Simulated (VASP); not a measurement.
# TiAl3 (Pmm2) in VASP: a series of runs

TiAl3 is run at these levels: LDA, PBEsol, PBE, r2SCAN; tasks: single point.

Everything below comes from runs of VASP 6.6.1. Logs are shortened: lines on timing, memory, paths and dates and some standing lists are left out, and cuts for length are marked.

## (1) The cell of the first run

The structure is orthorhombic, space group Pmm2 (No. 25). The conventional cell has a = 2.754 Å, b = 4.632 Å, c = 4.850 Å, α = 90.00°, β = 90.00°, γ = 90.00°. Within 3.6 Å of Ti (site symmetry mm2) lie 2 Ti at 2.75 Å and 10 Al at 2.78 to 2.82 Å. Al (site symmetry mm2) has 8 Al at 2.75 to 2.83 Å and 4 Ti at 2.78 to 2.79 Å within 3.6 Å. Al (site symmetry mm2) has 8 Al at 2.75 to 2.82 Å and 4 Ti at 2.82 Å within 3.6 Å. Al (site symmetry mm2) has 10 Al at 2.75 to 2.83 Å and 2 Ti at 2.79 Å within 3.6 Å.

## (2) Single point, LDA

Input file INCAR:

```
PREC = Accurate
ENCUT = 520
EDIFF = 1E-6
ISMEAR = 0
SIGMA = 0.1
LREAL = False
LASPH = True
NELM = 100
ALGO = Fast
ISIF = 2
LWAVE = False
LCHARG = False
NBANDS = 18
```

Input file KPOINTS:

```
Automatic mesh
0
Gamma
  14 10 10
```

Input file POSCAR:

```
TiAl3
1.0
    2.7536828674      0.0000000000      0.0000000000
    0.0000000000      4.6317965619      0.0000000000
    0.0000000000      0.0000000000      4.8499606652
Ti Al
1 3
Direct
    0.0000000000      0.5000000000      0.1629609301
    0.5000000000      0.5000000000      0.6638172989
    0.5000000000      0.0000000000      0.3328264164
    0.0000000000      0.0000000000      0.8403943546
```

Potentials or basis: VASP PAW LDA potentials, release 64 (Ti_sv, Al).

Started as:

```sh
cat potpaw_LDA.64/Ti_sv/POTCAR potpaw_LDA.64/Al/POTCAR > POTCAR
mpirun -np 1 vasp_std > vasp.out
```

OUTCAR:

```text
PREC = Accurate
   ENCUT = 520
   EDIFF = 1E-6
   ISMEAR = 0
   LREAL = False
   LASPH = True
   NELM = 100
   ISIF = 2

 ion  position               nearest neighbor table
   1  0.000  0.500  0.163-   2 2.78   2 2.78   2 2.79   2 2.79   4 2.79   4 2.79   3 2.82   3 2.82
                             3 2.82   3 2.82
   2  0.500  0.500  0.664-   1 2.78   1 2.78   1 2.79   1 2.79   3 2.82   3 2.82   4 2.83   4 2.83
                             4 2.83   4 2.83
   3  0.500  0.000  0.333-   4 2.76   4 2.76   1 2.82   1 2.82   1 2.82   1 2.82   2 2.82   2 2.82
                             4 2.82   4 2.82
   4  0.000  0.000  0.840-   3 2.76   3 2.76   1 2.79   1 2.79   3 2.82   3 2.82   2 2.83   2 2.83
                             2 2.83   2 2.83

  LATTYP: Found a simple orthorhombic cell.
 ALAT       =     2.7536828674
 B/A-ratio  =     1.6820370337
 C/A-ratio  =     1.7612633331

  Lattice vectors:

 A1 = (   2.7536828674,   0.0000000000,   0.0000000000)
 A2 = (   0.0000000000,   4.6317965619,   0.0000000000)
 A3 = (   0.0000000000,   0.0000000000,   4.8499606652)

Analysis of symmetry for initial positions (statically):
=====================================================================
 Subroutine PRICEL returns:
 Original cell was already a primitive cell.

 Routine SETGRP: Setting up the symmetry group for a
 simple orthorhombic supercell.

 Subroutine GETGRP returns: Found  4 space group operations
 (whereof  4 operations were pure point group operations)
 out of a pool of  8 trial point group operations.

The static configuration has the point symmetry C_2v.

Analysis of symmetry for dynamics (positions and initial velocities):
=====================================================================
 Subroutine PRICEL returns:
 Original cell was already a primitive cell.

 Routine SETGRP: Setting up the symmetry group for a
 simple orthorhombic supercell.

 Subroutine GETGRP returns: Found  4 space group operations
 (whereof  4 operations were pure point group operations)
 out of a pool of  8 trial point group operations.

The dynamic configuration has the point symmetry C_2v.

 Subroutine INISYM returns: Found  4 space group operations
 (whereof  4 operations are pure point group operations),
 and found     1 'primitive' translations

----------------------------------------------------------------------------------------

                                     Primitive cell

  volume of cell :      61.8588

  direct lattice vectors                    reciprocal lattice vectors
     2.753682867  0.000000000  0.000000000     0.363150024  0.000000000  0.000000000
     0.000000000  4.631796562  0.000000000     0.000000000  0.215898947  0.000000000
     0.000000000  0.000000000  4.849960665     0.000000000  0.000000000  0.206187239

  length of vectors
     2.753682867  4.631796562  4.849960665     0.363150024  0.215898947  0.206187239

  position of ions in fractional coordinates (direct lattice)
     0.000000000  0.500000000  0.162960930
     0.500000000  0.500000000  0.663817299
     0.500000000  0.000000000  0.332826416
     0.000000000  0.000000000  0.840394355

  ion indices of the primitive-cell ions
   primitive index   ion index
                 1           1
                 2           2
                 3           3
                 4           4

----------------------------------------------------------------------------------------

 KPOINTS: Automatic mesh

Automatic generation of k-mesh.
 Grid dimensions read from file:
 generate k-points for:   14   10   10

 Generating k-lattice:

  Cartesian coordinates                     Fractional coordinates (reciprocal lattice)
     0.025939287  0.000000000  0.000000000     0.071428571  0.000000000  0.000000000
     0.000000000  0.021589895  0.000000000     0.000000000  0.100000000  0.000000000
     0.000000000  0.000000000  0.020618724     0.000000000  0.000000000  0.100000000

  Length of vectors
     0.025939287  0.021589895  0.020618724

  Shift w.r.t. Gamma in fractional coordinates (k-lattice)
     0.000000000  0.000000000  0.000000000

 Subroutine IBZKPT returns following result:
 ===========================================

 Found    288 irreducible k-points:

 Following reciprocal coordinates:
            Coordinates               Weight
  0.000000  0.000000  0.000000      1.000000
  0.071429  0.000000  0.000000      2.000000
  0.142857  0.000000  0.000000      2.000000
  0.214286  0.000000  0.000000      2.000000
  0.285714  0.000000  0.000000      2.000000
  0.357143  0.000000  0.000000      2.000000
[... 16 lines left out ...]
  0.428571  0.200000  0.000000      4.000000
  0.500000  0.200000  0.000000      2.000000
 [... further k-points ...]
   k-points           NKPTS =    288   k-points in BZ     NKDIM =    288   number of bands    NBANDS=     18
   number of dos      NEDOS =    301   number of ions     NIONS =      4
   total plane-waves  NPLWV =  25920
   dimension x,y,z NGX =    20 NGY =   36 NGZ =   36
   dimension x,y,z NGXF=    40 NGYF=   72 NGZF=   72
   ions per type =               1   3
   NGX,Y,Z   is equivalent  to a cutoff of  12.07, 12.92, 12.34 a.u.
   NGXF,Y,Z  is equivalent  to a cutoff of  24.15, 25.84, 24.68 a.u.
 SYSTEM =  unknown system
   PREC   = accura    normal or accurate (medium, high low for compatibility)
   ISTART =      0    job   : 0-new  1-cont  2-samecut
   ICHARG =      2    charge: 1-file 2-atom 10-const
   ISPIN  =      1    spin polarized calculation?
   LNONCOLLINEAR =      F non collinear calculations
   LSORBIT =      F    spin-orbit coupling
   LASPH  =      T    aspherical Exc in radial PAW
   ENCUT  =  520.0 eV  38.22 Ry    6.18 a.u.   5.12  8.61  9.02*2*pi/ulx,y,z
   NELM   =    100;   NELMIN=  2; NELMDL= -5     # of ELM steps
   EDIFF  = 0.1E-05   stopping-criterion for ELM
   LREAL  =      F    real-space projection
   EDIFFG = 0.1E-04   stopping-criterion for IOM
   NSW    =      0    number of steps for IOM
   IBRION =     -1    ionic relax: 0-MD 1-quasi-New 2-CG
   NFREE  =      0    steps in history (QN), initial steepest desc. (CG)
   ISIF   =      2    stress and relaxation
   ISYM   =      2    0-nonsym 1-usesym 2-fastsym
   POTIM  = 0.5000    time-step for ionic-motion
   TEBEG  =    0.0;   TEEND  =   0.0 temperature during run
   PSTRESS=    0.0 pullay stress
   NELECT =      21.0000    total number of electrons
   NUPDOWN=      -1.0000    fix difference up-down
   EMIN   =  10.00;   EMAX   =-10.00  energy-range for DOS
   EFERMI =   0.00;   METHOD = LEGACY
   ISMEAR =     0;   SIGMA  =   0.10  broadening in eV -4-tet -1-fermi 0-gaus
   EFERMI_NEDOS =   21; number of points for ismear=-14 and -15
   IALGO  =     68    algorithm
   IMIX   =      4    mixing-type and parameters
     AMIX     =   0.40;   BMIX     =  1.00
     AMIX_MAG =   1.60;   BMIX_MAG =  1.00
  volume/ion in A,a.u.               =      15.46       104.36
  Fermi-wavevector in a.u.,A,eV,Ry     =   1.142038  2.158140 17.745423  1.304252
  Thomas-Fermi vector in A             =   2.278737
   LORBIT       =      0    0 simple, 1 ext, 2 COOP (PROOUT), +10 PAW based schemes
   GGA     = CA    functional components
   LHFCALC =     F    Hartree Fock is set to
   AEXX    =    0.0000 exact exchange contribution
   IVDW    =     0    specifies the selected vdW correction
   LEPSILON=     F    determine dielectric tensor
   LRPA    =     F    only Hartree local field effects (RPA)
 non-spin polarized calculation
 RMM-DIIS sequential band-by-band and
 Gauss-broadening in eV      SIGMA  =   0.10
  energy-cutoff  :      520.00
  volume of cell :       61.86
 maximum number of plane-waves:      1692
   NGX = 11   NGY = 17   NGZ = 19

 number of electron      21.0000006 magnetization

 Free energy of the ion-electron system (eV)
  ---------------------------------------------------
  ext. energy  EPLUGINS =         0.00000000
  ---------------------------------------------------
  free energy    TOTEN  =       -22.14151886 eV

  energy without entropy =      -22.12924794  energy(sigma->0) =      -22.13538340

 E-fermi :   8.3403     XC(G=0): -11.0282

 val. band max:        8.3368834343   @ k =   0.2143   0.2000   0.4000
 cond. band min:       8.3449813748   @ k =   0.1429   0.4000   0.5000
 fundamental gap:      0.0080979405
 Fermi energy:         8.3403002653

 k-point     1 :       0.0000    0.0000    0.0000
  band No.  band energies     occupation
      1     -47.3161      2.00000
      2     -24.0384      2.00000
      3     -24.0364      2.00000
      4     -23.5947      2.00000
      5      -2.0121      2.00000
      6       3.0785      2.00000
[... 10 lines left out ...]
     17      14.5568      0.00000
     18      14.9003      0.00000

 k-point     2 :       0.0714    0.0000    0.0000
  band No.  band energies     occupation
      1     -47.3121      2.00000
      2     -24.0346      2.00000
      3     -24.0327      2.00000
      4     -23.6252      2.00000
      5      -1.9108      2.00000
      6       3.1693      2.00000
[... 10 lines left out ...]
     17      14.4294      0.00000
     18      14.6483      0.00000

 k-point     3 :       0.1429    0.0000    0.0000
  band No.  band energies     occupation
      1     -47.3011      2.00000
      2     -24.0242      2.00000
      3     -24.0226      2.00000
      4     -23.7103      2.00000
      5      -1.6083      2.00000
      6       3.4398      2.00000
[... 10 lines left out ...]
     17      12.9825      0.00000
     18      14.5866      0.00000

 k-point     4 :       0.2143    0.0000    0.0000
  band No.  band energies     occupation
      1     -47.2851      2.00000
      2     -24.0092      2.00000
      3     -24.0078      2.00000
      4     -23.8317      2.00000
      5      -1.1084      2.00000
      6       3.8834      2.00000
[... 10 lines left out ...]
     17      12.9986      0.00000
     18      15.0806      0.00000

 k-point     5 :       0.2857    0.0000    0.0000
  band No.  band energies     occupation
      1     -47.2673      2.00000
      2     -23.9924      2.00000
      3     -23.9914      2.00000
      4     -23.9645      2.00000
      5      -0.4167      2.00000
      6       4.4860      2.00000
[... 10 lines left out ...]
     17      13.3560      0.00000
     18      14.0171      0.00000

 k-point     6 :       0.3571    0.0000    0.0000
  band No.  band energies     occupation
      1     -47.2512      2.00000
      2     -24.0825      2.00000
      3     -23.9772      2.00000
      4     -23.9765      2.00000
      5       0.4600      2.00000
      6       5.2101      2.00000
[... 10 lines left out ...]
     17      12.8692      0.00000
     18      13.3027      0.00000

 k-point     7 :       0.4286    0.0000    0.0000
  band No.  band energies     occupation
      1     -47.2400      2.00000
      2     -24.1633      2.00000
      3     -23.9667      2.00000
      4     -23.9662      2.00000
      5       1.5129      2.00000
      6       4.0896      2.00000
[... 10 lines left out ...]
     17      12.3755      0.00000
     18      12.6994      0.00000

 k-point     8 :       0.5000    0.0000    0.0000
  band No.  band energies     occupation
      1     -47.2360      2.00000
      2     -24.1920      2.00000
      3     -23.9629      2.00000
      4     -23.9625      2.00000
      5       2.7288      2.00000
      6       2.7309      2.00000
[... 10 lines left out ...]
     17      11.9786      0.00000
     18      14.3886      0.00000
[... 229 lines left out ...]
     17      13.1099      0.00000
     18      15.3574      0.00000

 k-point    20 :       0.2143    0.2000    0.0000
  band No.  band energies     occupation
      1     -47.2851      2.00000
      2     -24.0091      2.00000
      3     -24.0090      2.00000
      4     -23.8316      2.00000
      5      -0.8473      2.00000
      6       3.0316      2.00000
[... 10 lines left out ...]
     17      12.5015      0.00000
     18      14.4035      0.00000

 k-point    21 :       0.2857    0.2000    0.0000
  band No.  band energies     occupation
      1     -47.2673      2.00000
      2     -23.9926      2.00000
      3     -23.9923      2.00000
      4     -23.9643      2.00000
      5      -0.1634      2.00000
      6       3.6307      2.00000
[... 10 lines left out ...]
     17      12.5804      0.00000
     18      13.4384      0.00000

 k-point    22 :       0.3571    0.2000    0.0000
  band No.  band energies     occupation
      1     -47.2511      2.00000
      2     -24.0824      2.00000
      3     -23.9776      2.00000
      4     -23.9771      2.00000
      5       0.7030      2.00000
      6       4.3548      2.00000
[... 10 lines left out ...]
     17      12.4286      0.00000
     18      13.0774      0.00000

 k-point    23 :       0.4286    0.2000    0.0000
  band No.  band energies     occupation
      1     -47.2400      2.00000
      2     -24.1631      2.00000
      3     -23.9672      2.00000
      4     -23.9666      2.00000
      5       1.7420      2.00000
      6       4.2549      2.00000
[... 10 lines left out ...]
     17      12.4966      0.00000
     18      12.7160      0.00000

 k-point    24 :       0.5000    0.2000    0.0000
  band No.  band energies     occupation
      1     -47.2359      2.00000
      2     -24.1918      2.00000
      3     -23.9634      2.00000
      4     -23.9628      2.00000
      5       2.8776      2.00000
      6       3.0059      2.00000
[... 10 lines left out ...]
     17      12.6298      0.00000
     18      12.9693      0.00000

 [... further k-points ...]

------------------------ aborting loop because EDIFF is reached ----------------------------------------

  FORCE on cell =-STRESS in cart. coord.  units (eV):
  Direction    XX          YY          ZZ          XY          YZ          ZX
  --------------------------------------------------------------------------------------
  -------------------------------------------------------------------------------------
  Total        0.0444292      0.0365621      0.0475473      0.0000000      0.0000000      0.0000000
  in kB        1.1507408      0.9469787      1.2315012      0.0000000      0.0000000      0.0000000
  external PRESSURE =       1.1097402 kB  Pullay stress =       0.0000000 kB

 VOLUME and BASIS-vectors are now :
 -----------------------------------------------------------------------------
  energy-cutoff  :      520.00
  volume of cell :       61.86
      direct lattice vectors                 reciprocal lattice vectors
     2.753682867  0.000000000  0.000000000     0.363150024  0.000000000  0.000000000
     0.000000000  4.631796562  0.000000000     0.000000000  0.215898947  0.000000000
     0.000000000  0.000000000  4.849960665     0.000000000  0.000000000  0.206187239

 POSITION                                       TOTAL-FORCE (eV/Angst)
 -----------------------------------------------------------------------------------
      0.00000      2.31590      0.79035         0.000000      0.000000     -0.000054
      1.37684      2.31590      3.21949         0.000000      0.000000     -0.002090
      1.37684      0.00000      1.61420         0.000000      0.000000      0.005011
      0.00000      0.00000      4.07588         0.000000      0.000000     -0.002867
 -----------------------------------------------------------------------------------
    total drift:                               -0.000000      0.000000      0.000598

  FREE ENERGIE OF THE ION-ELECTRON SYSTEM (eV)
  ---------------------------------------------------
  free  energy   TOTEN  =       -22.1415188645 eV

  energy  without entropy=      -22.1292479400  energy(sigma->0) =      -22.13538340
```

It took 7.1 min on 1 thread of Intel Xeon Platinum 8124M at 3.00GHz (Skylake/Cascade Lake), shared host; peak memory 0.38 GiB.

Results:

| Property | Result |
| --- | --- |
| Free energy | -22.1415 eV |
| Pressure | 0.1 GPa |
| Largest force | 0.005 eV/Å |
| Band gap on the k mesh | zero (an odd number of electrons rules out a gap without spin polarisation) |

Forces in eV/Å, atoms in the order of the input:
```
Ti   0.000  0.000  0.000
Al   0.000  0.000 -0.002
Al   0.000  0.000  0.005
Al   0.000  0.000 -0.003
```

Levels at points of the mesh, in eV from the Fermi level:
| k point | band 9 | band 10 | band 11 | band 12 | band 13 | band 14 |
| --- | --- | --- | --- | --- | --- | --- |
| (0.00, 0.00, 0.00) | -2.69 | -0.88 | -0.45 | 2.58 | 2.65 | 2.75 |
| (0.50, 0.00, 0.00) | -1.79 | 0.49 | 0.67 | 0.87 | 1.50 | 1.74 |
| (0.00, 0.50, 0.00) | -2.03 | -1.53 | -0.21 | 2.51 | 2.59 | 2.76 |
| (0.50, 0.50, 0.00) | -1.75 | -0.48 | -0.25 | 0.85 | 1.21 | 1.41 |
| (0.00, 0.00, 0.50) | -2.18 | -1.07 | -0.35 | 2.35 | 2.48 | 2.66 |
| (0.50, 0.00, 0.50) | -1.38 | -0.14 | -0.13 | 0.62 | 1.32 | 2.04 |
| (0.00, 0.50, 0.50) | -0.23 | -0.09 | 0.73 | 2.51 | 2.53 | 3.65 |
| (0.50, 0.50, 0.50) | -2.74 | -2.68 | -0.55 | -0.14 | 1.10 | 2.20 |

## (3) Single point, PBEsol

This run uses another cell than the first one, of 15.90 Å³/atom.

Input file INCAR:

```
  PREC = Accurate
  ENCUT = 520
  EDIFF = 1E-6
  ISMEAR = 0
  SIGMA = 0.1
  LREAL = F
  LASPH = T
  NELM = 80
  ALGO = Fast
  ISIF = 2
  LWAVE = F
  LCHARG = F
  GGA = PS
  NBANDS = 18
```

Input file KPOINTS:

```
regular mesh
0
Gamma
  14 10 10
```

Input file POSCAR:

```
TiAl3
1.0
    2.7816017873      0.0000000000      0.0000000000
    0.0000000000      4.6710903826      0.0000000000
    0.0000000000      0.0000000000      4.8936301321
Ti Al
1 3
Direct
    0.0000000000      0.5000000000      0.1631796141
    0.5000000000      0.5000000000      0.6640540680
    0.5000000000      0.0000000000      0.3331085259
    0.0000000000      0.0000000000      0.8396567919
```

Potentials or basis: VASP PAW PBE potentials, release 64 (Ti_sv, Al).

Started as:

```sh
cat potpaw_PBE.64/Ti_sv/POTCAR potpaw_PBE.64/Al/POTCAR > POTCAR
mpirun -np 1 vasp_std > vasp.out
```

Wall time 7.5 min (1 thread of Intel Xeon Platinum 8124M at 3.00GHz (Skylake/Cascade Lake), shared host); peak memory 0.42 GiB.

Results (log left out):

```
Free energy            : -21.6007 eV
Pressure               : 0.0 GPa
Band gap on the k mesh : zero (an odd number of electrons rules out a gap without spin polarisation)
```

Levels at points of the mesh, in eV from the Fermi level:
```tsv
k point	band 8	band 9	band 10	band 11	band 12	band 13	band 14	band 15
(0.00, 0.00, 0.00)	-3.57	-2.70	-0.85	-0.43	2.52	2.59	2.67	2.75
(0.50, 0.00, 0.00)	-1.94	-1.74	0.45	0.66	0.81	1.44	1.65	2.32
(0.00, 0.50, 0.00)	-3.23	-2.05	-1.55	-0.19	2.45	2.53	2.70	3.11
(0.50, 0.50, 0.00)	-3.17	-1.70	-0.47	-0.25	0.83	1.17	1.38	3.45
(0.00, 0.00, 0.50)	-2.32	-2.17	-1.12	-0.33	2.30	2.43	2.60	3.21
(0.50, 0.00, 0.50)	-3.36	-1.33	-0.13	-0.12	0.61	1.28	1.99	3.37
(0.00, 0.50, 0.50)	-4.85	-0.21	-0.07	0.72	2.45	2.48	3.61	4.91
(0.50, 0.50, 0.50)	-3.21	-2.75	-2.68	-0.64	-0.18	1.09	2.15	2.40
```

Caveat: the PAW data sets were made with another functional, which shifts forces and pressure a little.

[end of part 1 of 2]
